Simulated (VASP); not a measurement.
A run of VASP 6.6.1 is set up as follows.

The input POSCAR:

```
GaN
1.0
   -0.0270998791      2.2489526240      2.2489526240
    2.2489526240     -0.0270998791      2.2489526240
    2.2218527448      2.2218527448      0.0000000000
Ga N
1 1
Direct
    0.0017454298      0.0017454298     -0.0017454298
    0.7482545702      0.7482545702      0.7517454298
```

File INCAR.step1:

```
SYSTEM = GaN
ALGO = Normal ; EDIFF = 1E-5
ENCUT = 910 ; GGA = PE
GGA_COMPAT = .FALSE. ; ISMEAR = 0
LASPH = .TRUE. ; LCHARG = .FALSE.
LREAL = .FALSE. ; LWAVE = .TRUE.
NBANDS = 16 ; NELM = 120
PREC = Accurate ; SIGMA = 0.01
```

The input INCAR.step2:

```
SYSTEM = GaN
ALGO = Normal ; EDIFF = 1E-6
ENCUT = 910 ; GGA_COMPAT = .FALSE.
ISIF = 2 ; ISMEAR = 0
ISTART = 1 ; LASPH = .TRUE.
LCHARG = .TRUE. ; LELF = .TRUE.
LMIXTAU = .TRUE. ; LREAL = .FALSE.
LVHAR = .TRUE. ; LWAVE = .FALSE.
METAGGA = R2SCAN ; NBANDS = 16
NELM = 120 ; PREC = Accurate
SIGMA = 0.01
```

File KPOINTS:

```
k-points
0
G
  10 10 10
  0 0 0
```

Potentials or basis: VASP PAW PBE potentials, release 64 (Ga_d, N_h).

Run with:

```sh
$ cat potpaw_PBE.64/Ga_d/POTCAR potpaw_PBE.64/N_h/POTCAR > POTCAR
$ cp INCAR.step1 INCAR
$ mpirun -np 1 vasp_std > vasp.out
$ cp INCAR.step2 INCAR
$ mpirun -np 1 vasp_std > vasp.out
```

Problem. Estimate the band gap on the k mesh.

Solution. 2.07 eV.

Problem. Predict the largest force.

Solution. 0.008 eV/Å.

Problem. Predict the pressure.

Solution. 1.1 GPa.

Forces in eV/Å, atoms in the order of the input:
```
Ga   0.000  0.000  0.008
N    0.000  0.000 -0.008
```

Caveat: the cell differs from its parent crystal (shear xy strain -2.4%); the PAW data sets were made with another functional, which shifts forces and pressure a little.
